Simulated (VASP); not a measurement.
Set up this calculation in VASP 6.6.1, as the native input.

* Task: single point
* Functional: HF
* Potentials or basis: VASP PAW PBE potentials, release 64 (Al)
* Cutoff: 520 eV
* k mesh: 6 × 6 × 6
* Occupations: fermi-dirac, width 0.05 eV
* Spin: no spin polarisation
* Dipole correction: no
* Grid for exact exchange (PRECFOCK): Normal
* Further INCAR settings: ALGO = Normal; EDIFF = 1e-06; NBANDS = 8

The system is Al.

```
Al
1.0
    -1.59122    1.59122    1.59122
     1.59122   -1.59122    1.59122
     1.59122    1.59122   -1.59122
Al
1
Direct
  0.00000 0.00000 0.00000
```

One way to write it, as run:

POSCAR

```
Al
1.0
   -1.5912186900      1.5912186900      1.5912186900
    1.5912186900     -1.5912186900      1.5912186900
    1.5912186900      1.5912186900     -1.5912186900
Al
1
Direct
    0.0000000000      0.0000000000      0.0000000000
```

INCAR.step1

```
PREC     = Accurate       # precision mode
ENCUT    = 520            # plane-wave cutoff, eV
EDIFF    = 1E-5           # SCF threshold, eV
ISMEAR   = -1             # smearing method
SIGMA    = 0.05           # smearing width, eV
LREAL    = F              # projectors in reciprocal space
LASPH    = T              # aspherical terms in the spheres
NELM     = 60             # most SCF steps
ALGO     = Normal         # electronic algorithm
ISIF     = 2              # what is computed and relaxed
LWAVE    = T              # write WAVECAR
GGA      = PE             # functional
NBANDS   = 8              # bands
```

INCAR.step2

```
PREC     = Accurate       # precision mode
ENCUT    = 520            # plane-wave cutoff, eV
EDIFF    = 1E-6           # SCF threshold, eV
ISMEAR   = -1             # smearing method
SIGMA    = 0.05           # smearing width, eV
LREAL    = F              # projectors in reciprocal space
LASPH    = T              # aspherical terms in the spheres
NELM     = 60             # most SCF steps
ALGO     = Normal         # electronic algorithm
ISIF     = 2              # what is computed and relaxed
LWAVE    = F              # write WAVECAR
LCHARG   = T              # write CHGCAR
GGA      = PE             # functional
LHFCALC  = T              # exact exchange
AEXX     = 1.0            # exact-exchange fraction
ALDAC    = 0.0          
AGGAC    = 0.0          
PRECFOCK = Normal       
LELF     = T              # ELF
LVHAR    = T            
ISTART   = 1            
NBANDS   = 8              # bands
```

KPOINTS

```
Automatic mesh
0
Gamma
  6 6 6
```

Potentials or basis: VASP PAW PBE potentials, release 64 (Al).

The run is started by

```console
$ cat potpaw_PBE.64/Al/POTCAR > POTCAR
$ cp INCAR.step1 INCAR
$ mpirun -np 1 vasp_std > vasp.out
$ cp INCAR.step2 INCAR
$ mpirun -np 1 vasp_std > vasp.out
```

It gave:

```
Pressure : 18.0 GPa
```

Caveat: the k points lie up to 0.47 Å⁻¹ apart; the PAW data sets were made with another functional, which shifts forces and pressure a little.

Wall time 2.1 min on 1 thread of AMD EPYC 7R13 Processor (Zen 3) (shared host), peak memory 0.09 GiB.
